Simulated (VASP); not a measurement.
# AlNi3 (I4mm) in VASP: a series of runs

Runs on AlNi3. Level: r2SCAN. Tasks: single point.

Program: VASP 6.6.1. These are calculated values, not measurements. Logs are shortened: lines on timing, memory, paths and dates and some standing lists are left out, and cuts for length are marked.

### Step 1. The cell of the first run

It takes space group I4mm (No. 107, tetragonal). The conventional cell has a = 3.962 Å, b = 3.962 Å, c = 5.604 Å, α = 90.00°, β = 90.00°, γ = 90.00°. Within 3.1 Å of Al (site symmetry 4mm) lie 14 Ni at 2.37 to 2.90 Å. Ni (site symmetry 2mm) has 4 Al at 2.37 to 2.49 Å and 10 Ni at 2.43 to 2.80 Å within 3.1 Å. Within 3.2 Å of Ni (site symmetry 4mm) lie 8 Ni at 2.43 Å and 6 Al at 2.70 to 2.90 Å.

### Step 2. Single point, r2SCAN (all Al atoms moved -0.100 Å, as atom 1 along Cartesian [1 0 0])

Input file POSCAR:

```
AlNi3
1.0
    0.0000000000      2.8018887551      2.8018887551
    2.8018887551      0.0000000000      2.8018887551
    2.8018887551      2.8018887551      0.0000000000
Al Ni
1 3
Direct
    0.5178451053      0.4821548947      0.4821548947
    0.2500000000      0.2500000000      0.2500000000
    0.0000000000      0.0000000000      0.0000000000
    0.7500000000      0.7500000000      0.7500000000
```

Input file INCAR.step1:

```
ALGO = Normal
EDIFF = 1E-4
ENCUT = 520
GGA = PE
ISMEAR = 0
LASPH = True
LCHARG = False
LREAL = False
LWAVE = True
NBANDS = 24
NELM = 60
PREC = Accurate
SIGMA = 0.15
```

Input file INCAR.step2:

```
ALGO = Normal
EDIFF = 1E-6
ENCUT = 520
ISIF = 2
ISMEAR = 0
ISTART = 1
LASPH = True
LCHARG = False
LMIXTAU = True
LREAL = False
LWAVE = False
METAGGA = R2SCAN
NBANDS = 24
NELM = 60
PREC = Accurate
SIGMA = 0.15
```

Input file KPOINTS:

```
k-points
0
Gamma
  14 14 14
```

Potentials or basis: VASP PAW PBE potentials, release 64 (Al, Ni).

The run is started by

```bash
> cat potpaw_PBE.64/Al/POTCAR potpaw_PBE.64/Ni/POTCAR > POTCAR
> cp INCAR.step1 INCAR
> mpirun -np 1 vasp_std > vasp.out
> cp INCAR.step2 INCAR
> mpirun -np 1 vasp_std > vasp.out
```

OUTCAR:

```text
EDIFF = 1E-6
   ENCUT = 520
   ISIF = 2
   ISMEAR = 0
   ISTART = 1
   LASPH = True
   LREAL = False
   METAGGA = R2SCAN
   NELM = 60
   PREC = Accurate

 ion  position               nearest neighbor table
   1  0.518  0.482  0.482-   2 2.37   2 2.37   4 2.37   4 2.37   4 2.49   2 2.49   2 2.49   4 2.49
                             3 2.70   3 2.80   3 2.80   3 2.80   3 2.80   3 2.90
   2  0.250  0.250  0.250-   1 2.37   1 2.37   3 2.43   3 2.43   3 2.43   3 2.43   1 2.49   1 2.49
                             4 2.80   4 2.80   4 2.80   4 2.80   4 2.80   4 2.80
   3  0.000  0.000  0.000-   4 2.43   2 2.43   4 2.43   2 2.43   4 2.43   4 2.43   2 2.43   2 2.43
                             1 2.70   1 2.80   1 2.80   1 2.80   1 2.80   1 2.90
   4  0.750  0.750  0.750-   1 2.37   1 2.37   3 2.43   3 2.43   3 2.43   3 2.43   1 2.49   1 2.49
                             2 2.80   2 2.80   2 2.80   2 2.80   2 2.80   2 2.80

  LATTYP: Found a face centered cubic cell.
 ALAT       =     5.6037775102

  Lattice vectors:

 A1 = (   0.0000000000,   2.8018887551,   2.8018887551)
 A2 = (   2.8018887551,   0.0000000000,   2.8018887551)
 A3 = (   2.8018887551,   2.8018887551,   0.0000000000)

Analysis of symmetry for initial positions (statically):
=====================================================================
 Subroutine PRICEL returns:
 Original cell was already a primitive cell.

 Routine SETGRP: Setting up the symmetry group for a
 face centered cubic supercell.

 Subroutine GETGRP returns: Found  8 space group operations
 (whereof  8 operations were pure point group operations)
 out of a pool of 48 trial point group operations.

The static configuration has the point symmetry C_4v.

Analysis of symmetry for dynamics (positions and initial velocities):
=====================================================================
 Subroutine PRICEL returns:
 Original cell was already a primitive cell.

 Routine SETGRP: Setting up the symmetry group for a
 face centered cubic supercell.

 Subroutine GETGRP returns: Found  8 space group operations
 (whereof  8 operations were pure point group operations)
 out of a pool of 48 trial point group operations.

The dynamic configuration has the point symmetry C_4v.

 Subroutine INISYM returns: Found  8 space group operations
 (whereof  8 operations are pure point group operations),
 and found     1 'primitive' translations

----------------------------------------------------------------------------------------

                                     Primitive cell

  volume of cell :      43.9929

  direct lattice vectors                    reciprocal lattice vectors
     0.000000000  2.801888755  2.801888755    -0.178451053  0.178451053  0.178451053
     2.801888755  0.000000000  2.801888755     0.178451053 -0.178451053  0.178451053
     2.801888755  2.801888755  0.000000000     0.178451053  0.178451053 -0.178451053

  length of vectors
     3.962469078  3.962469078  3.962469078     0.309086291  0.309086291  0.309086291

  position of ions in fractional coordinates (direct lattice)
     0.517845105  0.482154895  0.482154895
     0.250000000  0.250000000  0.250000000
     0.000000000  0.000000000  0.000000000
     0.750000000  0.750000000  0.750000000

  ion indices of the primitive-cell ions
   primitive index   ion index
                 1           1
                 2           2
                 3           3
                 4           4

----------------------------------------------------------------------------------------

 KPOINTS: k-points

Automatic generation of k-mesh.
 Grid dimensions read from file:
 generate k-points for:   14   14   14

 Generating k-lattice:

  Cartesian coordinates                     Fractional coordinates (reciprocal lattice)
    -0.012746504  0.012746504  0.012746504     0.071428571  0.000000000  0.000000000
     0.012746504 -0.012746504  0.012746504     0.000000000  0.071428571  0.000000000
     0.012746504  0.012746504 -0.012746504     0.000000000  0.000000000  0.071428571

  Length of vectors
     0.022077592  0.022077592  0.022077592

  Shift w.r.t. Gamma in fractional coordinates (k-lattice)
     0.000000000  0.000000000  0.000000000

 Subroutine IBZKPT returns following result:
 ===========================================

 Found    244 irreducible k-points:

 Following reciprocal coordinates:
            Coordinates               Weight
  0.000000  0.000000  0.000000      1.000000
  0.071429  0.000000  0.000000      8.000000
  0.142857  0.000000  0.000000      8.000000
  0.214286  0.000000  0.000000      8.000000
  0.285714  0.000000  0.000000      8.000000
  0.357143  0.000000  0.000000      8.000000
[... 16 lines left out ...]
 -0.428571  0.071429  0.000000     16.000000
  0.000000 -0.428571  0.071429      8.000000
 [... further k-points ...]
   k-points           NKPTS =    244   k-points in BZ     NKDIM =    244   number of bands    NBANDS=     24
   number of dos      NEDOS =    301   number of ions     NIONS =      4
   total plane-waves  NPLWV =  27000
   dimension x,y,z NGX =    30 NGY =   30 NGZ =   30
   dimension x,y,z NGXF=    60 NGYF=   60 NGZF=   60
   ions per type =               1   3
   NGX,Y,Z   is equivalent  to a cutoff of  12.59, 12.59, 12.59 a.u.
   NGXF,Y,Z  is equivalent  to a cutoff of  25.17, 25.17, 25.17 a.u.
 SYSTEM =  unknown system
   PREC   = accura    normal or accurate (medium, high low for compatibility)
   ISTART =      1    job   : 0-new  1-cont  2-samecut
   ICHARG =      0    charge: 1-file 2-atom 10-const
   ISPIN  =      1    spin polarized calculation?
   LNONCOLLINEAR =      F non collinear calculations
   LSORBIT =      F    spin-orbit coupling
   LASPH  =      T    aspherical Exc in radial PAW
   ENCUT  =  520.0 eV  38.22 Ry    6.18 a.u.   7.37  7.37  7.37*2*pi/ulx,y,z
   NELM   =     60;   NELMIN=  2; NELMDL=  0     # of ELM steps
   EDIFF  = 0.1E-05   stopping-criterion for ELM
   LREAL  =      F    real-space projection
   EDIFFG = 0.1E-04   stopping-criterion for IOM
   NSW    =      0    number of steps for IOM
   IBRION =     -1    ionic relax: 0-MD 1-quasi-New 2-CG
   NFREE  =      0    steps in history (QN), initial steepest desc. (CG)
   ISIF   =      2    stress and relaxation
   ISYM   =      2    0-nonsym 1-usesym 2-fastsym
   POTIM  = 0.5000    time-step for ionic-motion
   TEBEG  =    0.0;   TEEND  =   0.0 temperature during run
   PSTRESS=    0.0 pullay stress
   NELECT =      33.0000    total number of electrons
   NUPDOWN=      -1.0000    fix difference up-down
   EMIN   =  10.00;   EMAX   =-10.00  energy-range for DOS
   EFERMI =   0.00;   METHOD = LEGACY
   ISMEAR =     0;   SIGMA  =   0.15  broadening in eV -4-tet -1-fermi 0-gaus
   EFERMI_NEDOS =   21; number of points for ismear=-14 and -15
   IALGO  =     38    algorithm
   IMIX   =      4    mixing-type and parameters
     AMIX     =   0.40;   BMIX     =  1.00
     AMIX_MAG =   1.60;   BMIX_MAG =  1.00
  volume/ion in A,a.u.               =      11.00        74.22
  Fermi-wavevector in a.u.,A,eV,Ry     =   1.487483  2.810935 30.104316  2.212605
  Thomas-Fermi vector in A             =   2.600638
   LORBIT       =      0    0 simple, 1 ext, 2 COOP (PROOUT), +10 PAW based schemes
   METAGGA = R2SCAN    functional components
   LHFCALC =     F    Hartree Fock is set to
   AEXX    =    0.0000 exact exchange contribution
   IVDW    =     0    specifies the selected vdW correction
   LEPSILON=     F    determine dielectric tensor
   LRPA    =     F    only Hartree local field effects (RPA)
 non-spin polarized calculation
 Gauss-broadening in eV      SIGMA  =   0.15
  energy-cutoff  :      520.00
  volume of cell :       43.99
 maximum number of plane-waves:      1243
 NGX is ok and might be reduce to    30
   NGX = 15   NGY = 15   NGZ = 15

 number of electron      33.0000017 magnetization

 Free energy of the ion-electron system (eV)
  ---------------------------------------------------
  ext. energy  EPLUGINS =         0.00000000
  ---------------------------------------------------
  free energy    TOTEN  =       -44.00705624 eV

  energy without entropy =      -43.97749392  energy(sigma->0) =      -43.99227508

 E-fermi :   9.7662     XC(G=0): -13.8775

 val. band max:        9.7659996639   @ k =   0.4286   0.4286   0.0000
 cond. band min:       9.7705275895   @ k =   0.5000   0.1429  -0.3571
 fundamental gap:      0.0045279256
 Fermi energy:         9.7661895453

 k-point     1 :       0.0000    0.0000    0.0000
  band No.  band energies     occupation
      1      -0.8950      2.00000
      2       5.9304      2.00000
      3       6.0087      2.00000
      4       6.1333      2.00000
      5       6.1333      2.00000
      6       6.2099      2.00000
[... 16 lines left out ...]
     23      17.8423      0.00000
     24      18.9329      0.00000

 k-point     2 :       0.0714    0.0000    0.0000
  band No.  band energies     occupation
      1      -0.8155      2.00000
      2       5.9086      2.00000
      3       5.9653      2.00000
      4       6.1025      2.00000
      5       6.2193      2.00000
      6       6.2640      2.00000
[... 16 lines left out ...]
     23      18.1190      0.00000
     24      18.6922      0.00000

 k-point     3 :       0.1429    0.0000    0.0000
  band No.  band energies     occupation
      1      -0.5784      2.00000
      2       5.8686      2.00000
      3       5.9284      2.00000
      4       5.9996      2.00000
      5       6.3781      2.00000
      6       6.4025      2.00000
[... 16 lines left out ...]
     23      18.3947      0.00000
     24      18.4515      0.00000

 k-point     4 :       0.2143    0.0000    0.0000
  band No.  band energies     occupation
      1      -0.1888      2.00000
      2       5.6944      2.00000
      3       5.9288      2.00000
      4       5.9338      2.00000
      5       6.5620      2.00000
      6       6.5764      2.00000
[... 16 lines left out ...]
     23      18.4880      0.00000
     24      18.8058      0.00000

 k-point     5 :       0.2857    0.0000    0.0000
  band No.  band energies     occupation
      1       0.3446      2.00000
      2       5.2366      2.00000
      3       5.9593      2.00000
      4       5.9609      2.00000
      5       6.7452      2.00000
      6       6.7508      2.00000
[... 16 lines left out ...]
     23      18.4666      0.00000
     24      19.6554      0.00000

 k-point     6 :       0.3571    0.0000    0.0000
  band No.  band energies     occupation
      1       1.0067      2.00000
      2       4.5192      2.00000
      3       6.0082      2.00000
      4       6.0092      2.00000
      5       6.8676      2.00000
      6       6.8961      2.00000
[... 16 lines left out ...]
     23      18.4286      0.00000
     24      20.6946      0.00000
[... 379 lines left out ...]
 k-point    21 :       0.5000    0.0714    0.0000
  band No.  band energies     occupation
      1       2.3044      2.00000
      2       3.1983      2.00000
      3       5.9849      2.00000
      4       6.1124      2.00000
      5       6.8509      2.00000
      6       6.9918      2.00000
[... 16 lines left out ...]
     23      18.7960      0.00000
     24      21.5814      0.00000

 k-point    22 :       0.0000    0.5000    0.0714
  band No.  band energies     occupation
      1       2.3035      2.00000
      2       3.1991      2.00000
      3       5.9850      2.00000
      4       6.1119      2.00000
      5       6.8598      2.00000
      6       6.9902      2.00000
[... 16 lines left out ...]
     23      18.7963      0.00000
     24      21.5892      0.00000

 k-point    23 :      -0.4286    0.0714    0.0000
  band No.  band energies     occupation
      1       2.0766      2.00000
      2       3.4394      2.00000
      3       6.0132      2.00000
      4       6.0697      2.00000
      5       6.8323      2.00000
      6       7.0082      2.00000
[... 16 lines left out ...]
     23      18.8128      0.00000
     24      21.5374      0.00000

 k-point    24 :       0.0000   -0.4286    0.0714
  band No.  band energies     occupation
      1       2.0770      2.00000
      2       3.4390      2.00000
      3       6.0141      2.00000
      4       6.0693      2.00000
      5       6.8359      2.00000
      6       7.0103      2.00000
[... 16 lines left out ...]
     23      18.8138      0.00000
     24      21.5372      0.00000

 [... further k-points ...]

------------------------ aborting loop because EDIFF is reached ----------------------------------------

  FORCE on cell =-STRESS in cart. coord.  units (eV):
  Direction    XX          YY          ZZ          XY          YZ          ZX
  --------------------------------------------------------------------------------------
  -------------------------------------------------------------------------------------
  Total        0.1165516      0.2102990      0.2102990     -0.0000000      0.0000000      0.0000000
  in kB        4.2446922      7.6588786      7.6588786     -0.0000000      0.0000000      0.0000000
  external PRESSURE =       6.5208164 kB  Pullay stress =       0.0000000 kB

 VOLUME and BASIS-vectors are now :
 -----------------------------------------------------------------------------
  energy-cutoff  :      520.00
  volume of cell :       43.99
      direct lattice vectors                 reciprocal lattice vectors
     0.000000000  2.801888755  2.801888755    -0.178451053  0.178451053  0.178451053
     2.801888755  0.000000000  2.801888755     0.178451053 -0.178451053  0.178451053
     2.801888755  2.801888755  0.000000000     0.178451053  0.178451053 -0.178451053

 POSITION                                       TOTAL-FORCE (eV/Angst)
 -----------------------------------------------------------------------------------
      2.70189      2.80189      2.80189         0.941217      0.000000      0.000000
      1.40094      1.40094      1.40094        -0.391017      0.000000      0.000000
      0.00000      0.00000      0.00000        -0.159183      0.000000      0.000000
      4.20283      4.20283      4.20283        -0.391017      0.000000      0.000000
 -----------------------------------------------------------------------------------
    total drift:                               -0.002010     -0.000087     -0.000087

  FREE ENERGIE OF THE ION-ELECTRON SYSTEM (eV)
  ---------------------------------------------------
  free  energy   TOTEN  =       -44.0070562362 eV

  energy  without entropy=      -43.9774939177  energy(sigma->0) =      -43.99227508
```

It took 11 min on 1 thread of AMD EPYC 9R45 (Zen 5), shared host; peak memory 0.31 GiB.

Results:

* Free energy: -44.0071 eV
* Pressure: 0.7 GPa
* Largest force: 0.941 eV/Å
* Band gap on the k mesh: zero (an odd number of electrons rules out a gap without spin polarisation)

Forces in eV/Å, atoms in the order of the input:
```
Al   0.941  0.000  0.000
Ni  -0.391  0.000  0.000
Ni  -0.159  0.000  0.000
Ni  -0.391  0.000  0.000
```

Caveat: the cell differs from its parent crystal (all Al atoms moved -0.100 Å, as atom 1 along Cartesian [1 0 0]); the PAW data sets were made with another functional, which shifts forces and pressure a little.

[end of part 1 of 2]
